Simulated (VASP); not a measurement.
# Hf (Im-3m) in VASP: a series of runs

Hf is run at these levels: PBEsol+D3(BJ); tasks: relaxation of cell and atoms, single point.

Program: VASP 6.6.1. These are calculated values, not measurements. Logs are shortened: lines on timing, memory, paths and dates and some standing lists are left out, and cuts for length are marked.

## Step 1: The cell of the first run

The structure is cubic, space group Im-3m (No. 229). Conventional cell: a = 3.610 Å, b = 3.610 Å, c = 3.610 Å, α = 90.00°, β = 90.00°, γ = 90.00°. Within 4.1 Å of Hf (site symmetry m-3m) lie 14 Hf at 3.13 to 3.61 Å.

## Step 2: Relaxation of cell and atoms, PBEsol+D3(BJ), target pressure 50 GPa, at which the enthalpy is minimised

Input file INCAR:

```
SYSTEM = Hf
PREC     = Accurate       ! precision mode
ENCUT    = 500            ! plane-wave cutoff, eV
EDIFF    = 1E-7           ! SCF threshold, eV
ISMEAR   = 0              ! smearing method
SIGMA    = 0.1            ! smearing width, eV
LREAL    = .FALSE.        ! projectors in reciprocal space
LASPH    = .TRUE.         ! aspherical terms in the spheres
NELM     = 120            ! most SCF steps
ALGO     = Normal         ! electronic algorithm
ISIF     = 3              ! what is computed and relaxed
LWAVE    = .FALSE.        ! write WAVECAR
LCHARG   = .FALSE.        ! write CHGCAR
GGA      = PS             ! functional
IVDW     = 12             ! dispersion correction
IBRION   = 2              ! ionic algorithm
NSW      = 100            ! ionic steps
EDIFFG   = -0.05          ! ionic threshold
PSTRESS  = 500.0        
GGA_COMPAT= .FALSE.      
NELMIN   = 4
```

Input file KPOINTS:

```
regular mesh
0
G
  8 8 8
  0 0 0
```

Input file POSCAR:

```
Hf
1.0
   -1.8050000000      1.8050000000      1.8050000000
    1.8050000000     -1.8050000000      1.8050000000
    1.8050000000      1.8050000000     -1.8050000000
Hf
1
Direct
    0.0000000000      0.0000000000      0.0000000000
```

Potentials or basis: VASP PAW PBE potentials, release 64 (Hf_pv).

Started as:

```
> cat potpaw_PBE.64/Hf_pv/POTCAR > POTCAR
> mpirun -np 1 vasp_std > vasp.out
```

OUTCAR:

```text
SYSTEM = Hf
   PREC = Accurate
   ENCUT = 500
   EDIFF = 1E-7
   ISMEAR = 0
   LREAL = .FALSE.
   LASPH = .TRUE.
   NELM = 120
   ISIF = 3
   GGA = PS
   IVDW = 12
   IBRION = 2
   NSW = 100
   EDIFFG = -0.05
   PSTRESS = 500.0
   NELMIN = 4
 IVDW          = 12

 ion  position               nearest neighbor table
   1  0.000  0.000  0.000-

  LATTYP: Found a body centered cubic cell.
 ALAT       =     3.6100000000

  Lattice vectors:

 A1 = (  -1.8050000000,   1.8050000000,   1.8050000000)
 A2 = (   1.8050000000,  -1.8050000000,   1.8050000000)
 A3 = (   1.8050000000,   1.8050000000,  -1.8050000000)

Analysis of symmetry for initial positions (statically):
=====================================================================
 Subroutine PRICEL returns:
 Original cell was already a primitive cell.

 Routine SETGRP: Setting up the symmetry group for a
 body centered cubic supercell.

 Subroutine GETGRP returns: Found 48 space group operations
 (whereof 48 operations were pure point group operations)
 out of a pool of 48 trial point group operations.

The static configuration has the point symmetry O_h .

Analysis of symmetry for dynamics (positions and initial velocities):
=====================================================================
 Subroutine PRICEL returns:
 Original cell was already a primitive cell.

 Routine SETGRP: Setting up the symmetry group for a
 body centered cubic supercell.

 Subroutine GETGRP returns: Found 48 space group operations
 (whereof 48 operations were pure point group operations)
 out of a pool of 48 trial point group operations.

The dynamic configuration has the point symmetry O_h .

 Subroutine INISYM returns: Found 48 space group operations
 (whereof 48 operations are pure point group operations),
 and found     1 'primitive' translations

----------------------------------------------------------------------------------------

                                     Primitive cell

  volume of cell :      23.5229

  direct lattice vectors                    reciprocal lattice vectors
    -1.805000000  1.805000000  1.805000000     0.000000000  0.277008310  0.277008310
     1.805000000 -1.805000000  1.805000000     0.277008310  0.000000000  0.277008310
     1.805000000  1.805000000 -1.805000000     0.277008310  0.277008310  0.000000000

  length of vectors
     3.126351708  3.126351708  3.126351708     0.391748909  0.391748909  0.391748909

  position of ions in fractional coordinates (direct lattice)
     0.000000000  0.000000000  0.000000000

  ion indices of the primitive-cell ions
   primitive index   ion index
                 1           1

----------------------------------------------------------------------------------------

 KPOINTS: regular mesh

Automatic generation of k-mesh.
 Grid dimensions read from file:
 generate k-points for:    8    8    8

 Generating k-lattice:

  Cartesian coordinates                     Fractional coordinates (reciprocal lattice)
     0.000000000  0.034626039  0.034626039     0.125000000  0.000000000  0.000000000
     0.034626039  0.000000000  0.034626039     0.000000000  0.125000000  0.000000000
     0.034626039  0.034626039  0.000000000     0.000000000  0.000000000  0.125000000

  Length of vectors
     0.048968614  0.048968614  0.048968614

  Shift w.r.t. Gamma in fractional coordinates (k-lattice)
     0.000000000  0.000000000  0.000000000

 Subroutine IBZKPT returns following result:
 ===========================================

 Found     29 irreducible k-points:

 Following reciprocal coordinates:
            Coordinates               Weight
  0.000000  0.000000  0.000000      1.000000
  0.125000  0.000000  0.000000     12.000000
  0.250000  0.000000  0.000000     12.000000
  0.375000  0.000000  0.000000     12.000000
  0.500000  0.000000  0.000000      6.000000
  0.125000  0.125000  0.000000     24.000000
[... 16 lines left out ...]
 -0.250000  0.250000  0.250000      6.000000
 -0.375000  0.375000  0.250000     24.000000
 [... further k-points ...]
   k-points           NKPTS =     29   k-points in BZ     NKDIM =     29   number of bands    NBANDS=      9
   number of dos      NEDOS =    301   number of ions     NIONS =      1
   total plane-waves  NPLWV =  13824
   dimension x,y,z NGX =    24 NGY =   24 NGZ =   24
   dimension x,y,z NGXF=    48 NGYF=   48 NGZF=   48
   ions per type =               1
   NGX,Y,Z   is equivalent  to a cutoff of  12.76, 12.76, 12.76 a.u.
   NGXF,Y,Z  is equivalent  to a cutoff of  25.52, 25.52, 25.52 a.u.
 SYSTEM =  Hf
   PREC   = accura    normal or accurate (medium, high low for compatibility)
   ISTART =      0    job   : 0-new  1-cont  2-samecut
   ICHARG =      2    charge: 1-file 2-atom 10-const
   ISPIN  =      1    spin polarized calculation?
   LNONCOLLINEAR =      F non collinear calculations
   LSORBIT =      F    spin-orbit coupling
   LASPH  =      T    aspherical Exc in radial PAW
   ENCUT  =  500.0 eV  36.75 Ry    6.06 a.u.   5.70  5.70  5.70*2*pi/ulx,y,z
   NELM   =    120;   NELMIN=  4; NELMDL= -5     # of ELM steps
   EDIFF  = 0.1E-06   stopping-criterion for ELM
   LREAL  =      F    real-space projection
   EDIFFG = -.5E-01   stopping-criterion for IOM
   NSW    =    100    number of steps for IOM
   IBRION =      2    ionic relax: 0-MD 1-quasi-New 2-CG
   NFREE  =      1    steps in history (QN), initial steepest desc. (CG)
   ISIF   =      3    stress and relaxation
   ISYM   =      2    0-nonsym 1-usesym 2-fastsym
   POTIM  = 0.5000    time-step for ionic-motion
   TEBEG  =    0.0;   TEEND  =   0.0 temperature during run
   PSTRESS=  500.0 pullay stress
   NELECT =      10.0000    total number of electrons
   NUPDOWN=      -1.0000    fix difference up-down
   EMIN   =  10.00;   EMAX   =-10.00  energy-range for DOS
   EFERMI =   0.00;   METHOD = LEGACY
   ISMEAR =     0;   SIGMA  =   0.10  broadening in eV -4-tet -1-fermi 0-gaus
   EFERMI_NEDOS =   21; number of points for ismear=-14 and -15
   IALGO  =     38    algorithm
   IMIX   =      4    mixing-type and parameters
     AMIX     =   0.40;   BMIX     =  1.00
     AMIX_MAG =   1.60;   BMIX_MAG =  1.00
  volume/ion in A,a.u.               =      23.52       158.74
  Fermi-wavevector in a.u.,A,eV,Ry     =   1.230961  2.326179 20.616432  1.515265
  Thomas-Fermi vector in A             =   2.365789
   LORBIT       =      0    0 simple, 1 ext, 2 COOP (PROOUT), +10 PAW based schemes
   GGA     = PS    functional components
   LHFCALC =     F    Hartree Fock is set to
   AEXX    =    0.0000 exact exchange contribution
   IVDW    =    12    specifies the selected vdW correction
   LEPSILON=     F    determine dielectric tensor
   LRPA    =     F    only Hartree local field effects (RPA)
 conjugate gradient relaxation of ions
 non-spin polarized calculation
 Gauss-broadening in eV      SIGMA  =   0.10
  energy-cutoff  :      500.00
  volume of cell :       23.52
 maximum number of plane-waves:       611
   NGX = 11   NGY = 11   NGZ = 11

--------------------------------------- Ionic step        1  -------------------------------------------

 number of electron      10.0000001 magnetization

 Free energy of the ion-electron system (eV)
  ---------------------------------------------------
  ext. energy  EPLUGINS =         0.00000000
  ---------------------------------------------------
  free energy    TOTEN  =       -10.27221014 eV

  energy without entropy =      -10.26241293  energy(sigma->0) =      -10.26731153

------------------------ aborting loop because EDIFF is reached ----------------------------------------

 Edisp (eV)   -0.48759

 E8    (eV) :    -0.3683

  FORCE on cell =-STRESS in cart. coord.  units (eV):
  Direction    XX          YY          ZZ          XY          YZ          ZX
  --------------------------------------------------------------------------------------
  -------------------------------------------------------------------------------------
  Total      -1.91355    -1.91355    -1.91355     0.00000    -0.00000     0.00000
  in kB    -130.33412  -130.33412  -130.33412     0.00000    -0.00000     0.00000
  external pressure =     -630.33 kB  Pullay stress =      500.00 kB
[... 22 lines left out ...]
  enthalpy is  TOTEN    =        -3.4188675540 eV   P V=        7.3409291405

--------------------------------------- Ionic step        2  -------------------------------------------

 number of electron      10.0000000 magnetization

 E-fermi :  28.5993     XC(G=0): -21.7680

 val. band max:       28.5478210124   @ k =  -0.3750   0.5000   0.1250
 cond. band min:      28.6266635978   @ k =  -0.2500   0.2500   0.1250
 fundamental gap:      0.0788425854
 Fermi energy:        28.5992681835

 k-point     1 :       0.0000    0.0000    0.0000
  band No.  band energies     occupation
      1       7.4550      2.00000
      2       7.4550      2.00000
      3       7.4550      2.00000
      4      25.5673      2.00000
      5      25.5673      2.00000
      6      25.5673      2.00000
      7      35.3772      0.00000
      8      35.3772      0.00000
      9      42.1115      0.00000
[... 265 lines left out ...]
 k-point    24 :      -0.3750    0.3750    0.2500
  band No.  band energies     occupation
      1     -23.2407      2.00000
      2     -12.2075      2.00000
      3     -11.2305      2.00000
      4       8.2440      2.00000
      5      24.4547      2.00000
      6      31.5790      0.00000
      7      33.2654      0.00000
      8      39.7534      0.00000
      9      52.9586      0.00000

 [... further k-points ...]

------------------------ aborting loop because EDIFF is reached ----------------------------------------

 Edisp (eV)   -2.90354

 E8    (eV) :    -2.1933

  FORCE on cell =-STRESS in cart. coord.  units (eV):
  Direction    XX          YY          ZZ          XY          YZ          ZX
  --------------------------------------------------------------------------------------
  -------------------------------------------------------------------------------------
  Total     160.94605   160.94605   160.94605     0.00000     0.00000    -0.00000
  in kB   64632.86918 64632.86918 64632.86918     0.00000     0.00000    -0.00000
  external pressure =    64132.87 kB  Pullay stress =      500.00 kB
[... 145 lines left out ...]
  enthalpy is  TOTEN    =        -5.3960941022 eV   P V=        4.6833302570

--------------------------------------- Ionic step        6  -------------------------------------------

 number of electron      10.0000001 magnetization

 Free energy of the ion-electron system (eV)
  ---------------------------------------------------
  ext. energy  EPLUGINS =         0.00000000
  ---------------------------------------------------
  free energy    TOTEN  =        -9.50514501 eV

  energy without entropy =       -9.49271265  energy(sigma->0) =       -9.49892883

 E-fermi :   7.3308     XC(G=0): -13.1833

 val. band max:        7.2470204761   @ k =   0.2500   0.1250   0.1250
 cond. band min:       7.3843507288   @ k =   0.2500   0.1250   0.0000
 fundamental gap:      0.1373302526
 Fermi energy:         7.3308318548

 k-point     1 :       0.0000    0.0000    0.0000
  band No.  band energies     occupation
      1     -21.1509      2.00000
      2     -21.1509      2.00000
      3     -21.1509      2.00000
      4      -0.8025      2.00000
      5       8.8546      0.00000
      6       8.8546      0.00000
      7       8.8546      0.00000
      8      12.8398      0.00000
      9      12.8398      0.00000
[... 265 lines left out ...]
 k-point    24 :      -0.3750    0.3750    0.2500
  band No.  band energies     occupation
      1     -23.0595      2.00000
      2     -22.2925      2.00000
      3     -22.0928      2.00000
      4       4.4342      2.00000
      5       5.1862      2.00000
      6       9.4969      0.00000
      7      10.3202      0.00000
      8      15.0492      0.00000
      9      15.1072      0.00000

 [... further k-points ...]

------------------------ aborting loop because EDIFF is reached ----------------------------------------

 Edisp (eV)   -0.74144

 E8    (eV) :    -0.5598

  FORCE on cell =-STRESS in cart. coord.  units (eV):
  Direction    XX          YY          ZZ          XY          YZ          ZX
  --------------------------------------------------------------------------------------
  -------------------------------------------------------------------------------------
  Total       4.83718     4.83718     4.83718     0.00000     0.00000     0.00000
  in kB     499.83935   499.83935   499.83935     0.00000     0.00000     0.00000
  external pressure =       -0.16 kB  Pullay stress =      500.00 kB
[... 16 lines left out ...]
  FREE ENERGIE OF THE ION-ELECTRON SYSTEM (eV)
  ---------------------------------------------------
  free  energy   TOTEN  =       -10.2465822075 eV

  energy  without entropy=      -10.2341498471  energy(sigma->0) =      -10.24036603

  enthalpy is  TOTEN    =        -5.4078457104 eV   P V=        4.8387364972

 reached required accuracy - stopping structural energy minimisation
```

Wall time 26 s (1 thread of Intel Xeon 6975P-C, shared host); peak memory 0.19 GiB.

What came out:

```yaml
Free_energy: -10.2466 eV
Relaxed_volume: 15.51 Å³/atom
Relaxed_cell: a = 2.721 Å, b = 2.721 Å, c = 2.721 Å, α = 109.47°, β = 109.47°, γ = 109.47°
Space_group_after_relaxing_to_0.05_Å: Im-3m (No. 229)
Energy_change_on_relaxing_the_enthalpy_is_what_falls: +513.2 meV/atom
Ionic_steps: 6
Pressure_after_relaxing: 50.0 GPa
Band_gap_on_the_k_mesh: zero (band 5 reaches 8.85 eV, above the bottom of band 6 at 5.93 eV)
Dispersion_energy_per_atom: -0.741 eV
```

The path:
```tsv
step	energy change (eV)	largest force (eV/Å)	pressure (GPa)	volume (Å³)
1	0.0000	0.0000	-13.03	23.52
2	66.4445	0.0000	6463.29	3.99
3	-0.1061	0.0000	-6.81	21.84
4	-0.1362	0.0000	-0.42	20.55
5	0.6804	0.0000	57.59	15.01
6	0.5132	0.0000	49.98	15.51
```

Final structure:
```
CELL_PARAMETERS angstrom
-1.57086 1.57086 1.57086
1.57086 -1.57086 1.57086
1.57086 1.57086 -1.57086
ATOMIC_POSITIONS crystal
Hf 0.00000 0.00000 0.00000
```

Caveat: the cell is relaxed towards a set pressure, so the enthalpy falls and the energy may rise; the volume moved by over 15 % at a fixed basis, so the end points are rough; the PAW data sets were made with another functional, which shifts forces and pressure a little; spin-orbit coupling is left out, which moves the levels of the heavy elements; pairwise dispersion overbinds metals, which lowers pressure and volume.

## Step 3: Single point, PBEsol+D3(BJ)

This run uses another cell than the first one, of 13.29 Å³/atom, 0.565 times its volume.

Input file INCAR:

```
SYSTEM = Hf
PREC     = Accurate       ! precision mode
ENCUT    = 500            ! plane-wave cutoff, eV
EDIFF    = 1E-6           ! SCF threshold, eV
ISMEAR   = 0              ! smearing method
SIGMA    = 0.1            ! smearing width, eV
LREAL    = .False.        ! projectors in reciprocal space
LASPH    = .True.         ! aspherical terms in the spheres
NELM     = 120            ! most SCF steps
ALGO     = Normal         ! electronic algorithm
ISIF     = 2              ! what is computed and relaxed
LWAVE    = .False.        ! write WAVECAR
LCHARG   = .False.        ! write CHGCAR
GGA      = PS             ! functional
IVDW     = 12             ! dispersion correction
NBANDS   = 11             ! bands
GGA_COMPAT= .False.
```

Input file KPOINTS:

```
regular mesh
0
Gamma
  18 18 18
  0 0 0
```

Input file POSCAR:

```
Hf
1.0
   -1.4922162787      1.4922162787      1.4922162787
    1.4922162787     -1.4922162787      1.4922162787
    1.4922162787      1.4922162787     -1.4922162787
Hf
1
Direct
    0.0000000000      0.0000000000      0.0000000000
```

Potentials or basis: VASP PAW PBE potentials, release 64 (Hf_pv).

Started as:

```
> cat potpaw_PBE.64/Hf_pv/POTCAR > POTCAR
> mpirun -np 1 vasp_std > vasp.out
```

Wall time 13 s (1 thread of Intel Xeon 6975P-C, shared host); peak memory 0.16 GiB.

It converged, with:

```yaml
Free_energy: -9.3028 eV
Pressure: 99.2 GPa
Band_gap_on_the_k_mesh: zero (band 5 reaches 10.19 eV, above the bottom of band 6 at 7.38 eV)
Dispersion_energy_per_atom: -0.866 eV
```

Levels at points of the mesh, in eV from the Fermi level:
```
           k point  band 2  band 3  band 4  band 5  band 6  band 7  band 8  band 9
(0.00, 0.00, 0.00)  -27.76  -27.76   -8.12    1.60    1.60    1.60    6.18    6.18
(0.50, 0.00, 0.00)  -28.92  -27.84   -5.51   -2.07    5.00    6.64    8.22   13.30
(0.50, 0.50, 0.50)  -30.29  -30.29   -5.81   -5.81   11.53   11.53   11.53   13.17
```

Caveat: the PAW data sets were made with another functional, which shifts forces and pressure a little; spin-orbit coupling is left out, which moves the levels of the heavy elements; pairwise dispersion overbinds metals, which lowers pressure and volume.

[end of part 1 of 3]
